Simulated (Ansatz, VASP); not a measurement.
# One calculation of GaN, two programs

INCAR

```
PREC = Accurate ; ENCUT = 600
EDIFF = 1E-6 ; ISMEAR = 0
SIGMA = 0.1 ; LREAL = F
LASPH = T ; NELM = 200
ALGO = Normal ; ISIF = 2
LWAVE = F ; LCHARG = F
MAGMOM = 0 0 0 0 0 0 ; LORBIT = 11
LSORBIT = T ; GGA_COMPAT = F
LORBMOM = T ; GGA = PE
NBANDS = 30
```

The input KPOINTS:

```
regular mesh
0
Gamma
  2 2 2
```

File POSCAR:

```
GaN
1.0
    0.0000000000      2.2535006075      2.2535006075
    2.2535006075      0.0000000000      2.2535006075
    2.2535006075      2.2535006075      0.0000000000
Ga N
1 1
Direct
    0.0000000000      0.0000000000      0.0000000000
    0.7500000000      0.7500000000      0.7500000000
```

Input for Ansatz:

```yaml
crystal:
  lattice:
    - [0.0, 2.2535006075, 2.2535006075]
    - [2.2535006075, 0.0, 2.2535006075]
    - [2.2535006075, 2.2535006075, 0.0]
  atoms:
    - { symbol: Ga, position: [0.0, 0.0, 0.0] }
    - { symbol: "N", position: [0.75, 0.75, 0.75] }
basis:
  ecutwfc: 420
kpoints:
  mp_grid: { grid: [2, 2, 2] }
hamiltonian:
  xc: pbe
scf:
  occupations: { method: gaussian, width: 0.1 }
output:
  forces: true
  stress: true
  eigenvalues: true
magnetization:
  noncollinear: true
  spin_orbit: true
```

Alike in both runs: task single point; functional PBE; k mesh 2 × 2 × 2; occupations gaussian, width 0.1 eV; non-collinear spin, spin-orbit coupling.

```csv
,VASP,Ansatz
version,VASP 6.6.1,Ansatz 0.2.0
potentials or method,"VASP PAW PBE potentials, release 64 (Ga_d, N), cutoff 600 eV","plane waves, PAW"
valence electrons in the cell,18,18
```

|  | VASP | Ansatz | Ansatz less VASP |
| --- | --- | --- | --- |
| pressure (GPa) | 8.4 | 8.5 | +0.06 |
| net moment per atom (μB) | 0.00 | 0.00 | 0.000 |

The k mesh is coarse, so the values compare programs but aren't converged.
